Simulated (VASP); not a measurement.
Here is a VASP 6.6.1 calculation.

Contents of INCAR:

```
SYSTEM = GaGe
PREC = Accurate
ENCUT = 500
EDIFF = 1E-6
ISMEAR = 1
SIGMA = 0.1
LREAL = .FALSE.
LASPH = .TRUE.
NELM = 120
ALGO = Normal
ISIF = 2
LWAVE = .FALSE.
LCHARG = .FALSE.
GGA = PE
NBANDS = 20
GGA_COMPAT = .FALSE.
```

The input KPOINTS:

```
regular mesh
0
G
  5 5 5
  0 0 0
```

Contents of POSCAR:

```
GaGe
1.0
    0.0000000000      2.8978440000      2.8978440000
    2.8978440000      0.0000000000      2.8978440000
    2.8978440000      2.8978440000      0.0000000000
Ga Ge
1 1
Direct
    0.7500000000      0.7500000000      0.7500000000
    0.0000000000      0.0000000000      0.0000000000
```

Potentials or basis: VASP PAW PBE potentials, release 64 (Ga_d, Ge_d).

Launch:

```sh
$ cat potpaw_PBE.64/Ga_d/POTCAR potpaw_PBE.64/Ge_d/POTCAR > POTCAR
$ mpirun -np 1 vasp_std > vasp.out
```

(1) Predict the pressure.

Results:

(1) -0.2 GPa.

Caveat: the k points lie up to 0.38 Å⁻¹ apart.
